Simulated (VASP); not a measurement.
# BiTe (F-43m) in VASP: notebook

The runs below take BiTe through single point, with PBE.

Program: VASP 6.6.1. These are calculated values, not measurements. Logs are shortened: lines on timing, memory, paths and dates and some standing lists are left out, and cuts for length are marked.

## (1) The cell of the first run

Symmetry: F-43m, No. 216, cubic system. Conventional cell: a = 7.411 Å, b = 7.411 Å, c = 7.411 Å, α = 90.00°, β = 90.00°, γ = 90.00°. Within 4.2 Å of Bi (site symmetry -43m) lie 4 Te at 3.21 Å. Within 4.2 Å of Te (site symmetry -43m) lie 4 Bi at 3.21 Å.

## (2) Single point, PBE (volume scaled by 1.070)

Contents of INCAR:

```
ALGO = Normal
EDIFF = 1E-7
ENCUT = 520
GGA = PE
ISIF = 2
ISMEAR = 0
LASPH = True
LCHARG = False
LREAL = False
LWAVE = False
NBANDS = 18
NELM = 60
PREC = Accurate
SIGMA = 0.05
```

Contents of KPOINTS:

```
k-points
0
Gamma
  8 8 8
```

Contents of POSCAR:

```
BiTe
1.0
    0.0000000000      3.7053958305      3.7053958305
    3.7053958305      0.0000000000      3.7053958305
    3.7053958305      3.7053958305      0.0000000000
Bi Te
1 1
Direct
    0.0000000000      0.0000000000      0.0000000000
    0.2500000000      0.2500000000      0.2500000000
```

Potentials or basis: VASP PAW PBE potentials, release 64 (Bi_d, Te).

On the command line:

```console
$ cat potpaw_PBE.64/Bi_d/POTCAR potpaw_PBE.64/Te/POTCAR > POTCAR
$ mpirun -np 1 vasp_std > vasp.out
```

OUTCAR:

```text
EDIFF = 1E-7
   ENCUT = 520
   GGA = PE
   ISIF = 2
   ISMEAR = 0
   LASPH = True
   LREAL = False
   NELM = 60
   PREC = Accurate

 ion  position               nearest neighbor table
   1  0.000  0.000  0.000-   2 3.21   2 3.21   2 3.21   2 3.21
   2  0.250  0.250  0.250-   1 3.21   1 3.21   1 3.21   1 3.21

  LATTYP: Found a face centered cubic cell.
 ALAT       =     7.4107916610

  Lattice vectors:

 A1 = (   0.0000000000,   3.7053958305,   3.7053958305)
 A2 = (   3.7053958305,   0.0000000000,   3.7053958305)
 A3 = (   3.7053958305,   3.7053958305,   0.0000000000)

Analysis of symmetry for initial positions (statically):
=====================================================================
 Subroutine PRICEL returns:
 Original cell was already a primitive cell.

 Routine SETGRP: Setting up the symmetry group for a
 face centered cubic supercell.

 Subroutine GETGRP returns: Found 24 space group operations
 (whereof 24 operations were pure point group operations)
 out of a pool of 48 trial point group operations.

The static configuration has the point symmetry T_d .

Analysis of symmetry for dynamics (positions and initial velocities):
=====================================================================
 Subroutine PRICEL returns:
 Original cell was already a primitive cell.

 Routine SETGRP: Setting up the symmetry group for a
 face centered cubic supercell.

 Subroutine GETGRP returns: Found 24 space group operations
 (whereof 24 operations were pure point group operations)
 out of a pool of 48 trial point group operations.

The dynamic configuration has the point symmetry T_d .

 Subroutine INISYM returns: Found 24 space group operations
 (whereof 24 operations are pure point group operations),
 and found     1 'primitive' translations

----------------------------------------------------------------------------------------

                                     Primitive cell

  volume of cell :     101.7499

  direct lattice vectors                    reciprocal lattice vectors
     0.000000000  3.705395831  3.705395831    -0.134938350  0.134938350  0.134938350
     3.705395831  0.000000000  3.705395831     0.134938350 -0.134938350  0.134938350
     3.705395831  3.705395831  0.000000000     0.134938350  0.134938350 -0.134938350

  length of vectors
     5.240221037  5.240221037  5.240221037     0.233720078  0.233720078  0.233720078

  position of ions in fractional coordinates (direct lattice)
     0.000000000  0.000000000  0.000000000
     0.250000000  0.250000000  0.250000000

  ion indices of the primitive-cell ions
   primitive index   ion index
                 1           1
                 2           2

----------------------------------------------------------------------------------------

 KPOINTS: k-points

Automatic generation of k-mesh.
 Grid dimensions read from file:
 generate k-points for:    8    8    8

 Generating k-lattice:

  Cartesian coordinates                     Fractional coordinates (reciprocal lattice)
    -0.016867294  0.016867294  0.016867294     0.125000000  0.000000000  0.000000000
     0.016867294 -0.016867294  0.016867294     0.000000000  0.125000000  0.000000000
     0.016867294  0.016867294 -0.016867294     0.000000000  0.000000000  0.125000000

  Length of vectors
     0.029215010  0.029215010  0.029215010

  Shift w.r.t. Gamma in fractional coordinates (k-lattice)
     0.000000000  0.000000000  0.000000000

 Subroutine IBZKPT returns following result:
 ===========================================

 Found     29 irreducible k-points:

 Following reciprocal coordinates:
            Coordinates               Weight
  0.000000  0.000000  0.000000      1.000000
  0.125000  0.000000  0.000000      8.000000
  0.250000  0.000000  0.000000      8.000000
  0.375000  0.000000  0.000000      8.000000
  0.500000  0.000000  0.000000      4.000000
  0.125000  0.125000  0.000000      6.000000
[... 16 lines left out ...]
  0.500000  0.250000  0.125000     48.000000
 -0.375000  0.250000  0.125000     24.000000
 [... further k-points ...]
   k-points           NKPTS =     29   k-points in BZ     NKDIM =     29   number of bands    NBANDS=     18
   number of dos      NEDOS =    301   number of ions     NIONS =      2
   total plane-waves  NPLWV =  64000
   dimension x,y,z NGX =    40 NGY =   40 NGZ =   40
   dimension x,y,z NGXF=    80 NGYF=   80 NGZF=   80
   ions per type =               1   1
   NGX,Y,Z   is equivalent  to a cutoff of  12.69, 12.69, 12.69 a.u.
   NGXF,Y,Z  is equivalent  to a cutoff of  25.38, 25.38, 25.38 a.u.
 SYSTEM =  unknown system
   PREC   = accura    normal or accurate (medium, high low for compatibility)
   ISTART =      0    job   : 0-new  1-cont  2-samecut
   ICHARG =      2    charge: 1-file 2-atom 10-const
   ISPIN  =      1    spin polarized calculation?
   LNONCOLLINEAR =      F non collinear calculations
   LSORBIT =      F    spin-orbit coupling
   LASPH  =      T    aspherical Exc in radial PAW
   ENCUT  =  520.0 eV  38.22 Ry    6.18 a.u.   9.74  9.74  9.74*2*pi/ulx,y,z
   NELM   =     60;   NELMIN=  2; NELMDL= -5     # of ELM steps
   EDIFF  = 0.1E-06   stopping-criterion for ELM
   LREAL  =      F    real-space projection
   EDIFFG = 0.1E-05   stopping-criterion for IOM
   NSW    =      0    number of steps for IOM
   IBRION =     -1    ionic relax: 0-MD 1-quasi-New 2-CG
   NFREE  =      0    steps in history (QN), initial steepest desc. (CG)
   ISIF   =      2    stress and relaxation
   ISYM   =      2    0-nonsym 1-usesym 2-fastsym
   POTIM  = 0.5000    time-step for ionic-motion
   TEBEG  =    0.0;   TEEND  =   0.0 temperature during run
   PSTRESS=    0.0 pullay stress
   NELECT =      21.0000    total number of electrons
   NUPDOWN=      -1.0000    fix difference up-down
   EMIN   =  10.00;   EMAX   =-10.00  energy-range for DOS
   EFERMI =   0.00;   METHOD = LEGACY
   ISMEAR =     0;   SIGMA  =   0.05  broadening in eV -4-tet -1-fermi 0-gaus
   EFERMI_NEDOS =   21; number of points for ismear=-14 and -15
   IALGO  =     38    algorithm
   IMIX   =      4    mixing-type and parameters
     AMIX     =   0.40;   BMIX     =  1.00
     AMIX_MAG =   1.60;   BMIX_MAG =  1.00
  volume/ion in A,a.u.               =      50.87       343.32
  Fermi-wavevector in a.u.,A,eV,Ry     =   0.967468  1.828250 12.734979  0.935995
  Thomas-Fermi vector in A             =   2.097356
   LORBIT       =      0    0 simple, 1 ext, 2 COOP (PROOUT), +10 PAW based schemes
   GGA     = PE    functional components
   LHFCALC =     F    Hartree Fock is set to
   AEXX    =    0.0000 exact exchange contribution
   IVDW    =     0    specifies the selected vdW correction
   LEPSILON=     F    determine dielectric tensor
   LRPA    =     F    only Hartree local field effects (RPA)
 non-spin polarized calculation
 Gauss-broadening in eV      SIGMA  =   0.05
  energy-cutoff  :      520.00
  volume of cell :      101.75
 maximum number of plane-waves:      2764
   NGX = 19   NGY = 19   NGZ = 19

 number of electron      21.0000006 magnetization

 Free energy of the ion-electron system (eV)
  ---------------------------------------------------
  ext. energy  EPLUGINS =         0.00000000
  ---------------------------------------------------
  free energy    TOTEN  =        -6.64062582 eV

  energy without entropy =       -6.63862919  energy(sigma->0) =       -6.63962750

 E-fermi :   3.2236     XC(G=0):  -7.4458

 val. band max:        3.1535910401   @ k =  -0.2500   0.5000   0.2500
 cond. band min:       3.2274510443   @ k =   0.1250   0.0000   0.0000
 fundamental gap:      0.0738600042
 Fermi energy:         3.2236298556

 k-point     1 :       0.0000    0.0000    0.0000
  band No.  band energies     occupation
      1     -20.1850      2.00000
      2     -20.1850      2.00000
      3     -20.1850      2.00000
      4     -20.1787      2.00000
      5     -20.1787      2.00000
      6      -9.5067      2.00000
[... 10 lines left out ...]
     17      10.2312      0.00000
     18      10.2312      0.00000

 k-point     2 :       0.1250    0.0000    0.0000
  band No.  band energies     occupation
      1     -20.1851      2.00000
      2     -20.1848      2.00000
      3     -20.1848      2.00000
      4     -20.1787      2.00000
      5     -20.1787      2.00000
      6      -9.4289      2.00000
[... 10 lines left out ...]
     17       9.8972      0.00000
     18      10.9690      0.00000

 k-point     3 :       0.2500    0.0000    0.0000
  band No.  band energies     occupation
      1     -20.1854      2.00000
      2     -20.1844      2.00000
      3     -20.1844      2.00000
      4     -20.1787      2.00000
      5     -20.1787      2.00000
      6      -9.2122      2.00000
[... 10 lines left out ...]
     17       9.6730      0.00000
     18      12.3126      0.00000

 k-point     4 :       0.3750    0.0000    0.0000
  band No.  band energies     occupation
      1     -20.1857      2.00000
      2     -20.1840      2.00000
      3     -20.1840      2.00000
      4     -20.1786      2.00000
      5     -20.1786      2.00000
      6      -8.9264      2.00000
[... 10 lines left out ...]
     17       9.4097      0.00000
     18      11.6429      0.00000

 k-point     5 :       0.5000    0.0000    0.0000
  band No.  band energies     occupation
      1     -20.1859      2.00000
      2     -20.1839      2.00000
      3     -20.1839      2.00000
      4     -20.1785      2.00000
      5     -20.1785      2.00000
      6      -8.7678      2.00000
[... 10 lines left out ...]
     17       9.3736      0.00000
     18      10.7637      0.00000

 k-point     6 :       0.1250    0.1250    0.0000
  band No.  band energies     occupation
      1     -20.1854      2.00000
      2     -20.1846      2.00000
      3     -20.1846      2.00000
      4     -20.1788      2.00000
      5     -20.1786      2.00000
      6      -9.4020      2.00000
[... 10 lines left out ...]
     17      10.5291      0.00000
     18      10.5291      0.00000

 k-point     7 :       0.2500    0.1250    0.0000
  band No.  band energies     occupation
      1     -20.1857      2.00000
      2     -20.1843      2.00000
      3     -20.1842      2.00000
      4     -20.1789      2.00000
      5     -20.1785      2.00000
      6      -9.2274      2.00000
[... 10 lines left out ...]
     17      10.2758      0.00000
     18      11.4383      0.00000

 k-point     8 :       0.3750    0.1250    0.0000
  band No.  band energies     occupation
      1     -20.1859      2.00000
      2     -20.1840      2.00000
      3     -20.1838      2.00000
      4     -20.1788      2.00000
      5     -20.1785      2.00000
      6      -8.9498      2.00000
[... 10 lines left out ...]
     17       9.9507      0.00000
     18      11.5551      0.00000
[... 229 lines left out ...]
     17      11.2002      0.00000
     18      11.2688      0.00000

 k-point    20 :      -0.3750    0.3750    0.0000
  band No.  band energies     occupation
      1     -20.1868      2.00000
      2     -20.1831      2.00000
      3     -20.1829      2.00000
      4     -20.1790      2.00000
      5     -20.1783      2.00000
      6      -8.2221      2.00000
[... 10 lines left out ...]
     17      11.6323      0.00000
     18      11.9063      0.00000

 k-point    21 :       0.5000    0.5000    0.0000
  band No.  band energies     occupation
      1     -20.1876      2.00000
      2     -20.1826      2.00000
      3     -20.1826      2.00000
      4     -20.1793      2.00000
      5     -20.1780      2.00000
      6      -8.0452      2.00000
[... 10 lines left out ...]
     17      10.7220      0.00000
     18      10.9169      0.00000

 k-point    22 :       0.3750    0.2500    0.1250
  band No.  band energies     occupation
      1     -20.1861      2.00000
      2     -20.1839      2.00000
      3     -20.1838      2.00000
      4     -20.1789      2.00000
      5     -20.1784      2.00000
      6      -9.0139      2.00000
[... 10 lines left out ...]
     17      10.8697      0.00000
     18      11.1458      0.00000

 k-point    23 :       0.5000    0.2500    0.1250
  band No.  band energies     occupation
      1     -20.1862      2.00000
      2     -20.1837      2.00000
      3     -20.1834      2.00000
      4     -20.1788      2.00000
      5     -20.1784      2.00000
      6      -8.7219      2.00000
[... 10 lines left out ...]
     17      10.2025      0.00000
     18      11.6152      0.00000

 k-point    24 :      -0.3750    0.2500    0.1250
  band No.  band energies     occupation
      1     -20.1862      2.00000
      2     -20.1837      2.00000
      3     -20.1833      2.00000
      4     -20.1787      2.00000
      5     -20.1784      2.00000
      6      -8.5477      2.00000
[... 10 lines left out ...]
     17       9.9444      0.00000
     18      11.5625      0.00000

 [... further k-points ...]
[... 5 lines left out ...]
  --------------------------------------------------------------------------------------
  -------------------------------------------------------------------------------------
  Total       -1.0523490     -1.0523490     -1.0523490      0.0000000      0.0000000      0.0000000
  in kB      -16.5705360    -16.5705360    -16.5705360      0.0000000      0.0000000      0.0000000
  external PRESSURE =     -16.5705360 kB  Pullay stress =       0.0000000 kB

 VOLUME and BASIS-vectors are now :
 -----------------------------------------------------------------------------
  energy-cutoff  :      520.00
  volume of cell :      101.75
      direct lattice vectors                 reciprocal lattice vectors
     0.000000000  3.705395831  3.705395831    -0.134938350  0.134938350  0.134938350
     3.705395831  0.000000000  3.705395831     0.134938350 -0.134938350  0.134938350
     3.705395831  3.705395831  0.000000000     0.134938350  0.134938350 -0.134938350

 POSITION                                       TOTAL-FORCE (eV/Angst)
 -----------------------------------------------------------------------------------
      0.00000      0.00000      0.00000        -0.000000     -0.000000     -0.000000
      1.85270      1.85270      1.85270         0.000000      0.000000      0.000000
 -----------------------------------------------------------------------------------
    total drift:                               -0.000000     -0.000000     -0.000000

  FREE ENERGIE OF THE ION-ELECTRON SYSTEM (eV)
  ---------------------------------------------------
  free  energy   TOTEN  =        -6.6406258159 eV

  energy  without entropy=       -6.6386291897  energy(sigma->0) =       -6.63962750
```

Run time: 58 s. Hardware: 1 thread of Intel Xeon Platinum 8259CL at 2.50GHz (Skylake/Cascade Lake), shared host; peak memory 0.26 GiB.

Results:

```yaml
Free_energy: -6.6406 eV
Pressure: -1.7 GPa
```

Caveat: spin-orbit coupling is left out, which moves the levels of the heavy elements.

## (3) Single point, PBE (volume scaled by 1.100)

Contents of INCAR:

```
PREC = Accurate ; ENCUT = 520
EDIFF = 1E-6 ; ISMEAR = 0
SIGMA = 0.05 ; LREAL = False
LASPH = True ; NELM = 100
ALGO = Normal ; ISIF = 2
LWAVE = False ; LCHARG = False
GGA = PE ; NBANDS = 18
```

Contents of KPOINTS:

```
Automatic mesh
0
Gamma
  8 8 8
```

Contents of POSCAR:

```
BiTe
1.0
    0.0000000000      3.7397070033      3.7397070033
    3.7397070033      0.0000000000      3.7397070033
    3.7397070033      3.7397070033      0.0000000000
Bi Te
1 1
Direct
    0.0000000000      0.0000000000      0.0000000000
    0.2500000000      0.2500000000      0.2500000000
```

Potentials or basis: VASP PAW PBE potentials, release 64 (Bi_d, Te).

On the command line:

```console
$ cat potpaw_PBE.64/Bi_d/POTCAR potpaw_PBE.64/Te/POTCAR > POTCAR
$ mpirun -np 1 vasp_std > vasp.out
```

Run time: 46 s. Hardware: 1 thread of Intel Xeon Platinum 8259CL at 2.50GHz (Skylake/Cascade Lake), shared host; peak memory 0.26 GiB.

Results (log left out):

```
Free energy : -6.6066 eV
Pressure    : -2.2 GPa
```

Levels at points of the mesh, in eV from the Fermi level:
```
           k point  band 9  band 10  band 11  band 12  band 13  band 14
(0.00, 0.00, 0.00)   -2.53    -2.53    -0.11    -0.11    -0.11     3.06
(0.50, 0.00, 0.00)   -3.05    -3.05     0.71     0.71     1.74     4.89
(0.50, 0.50, 0.00)   -3.64    -1.77    -0.88     2.30     2.30     4.63
```

Caveat: spin-orbit coupling is left out, which moves the levels of the heavy elements.
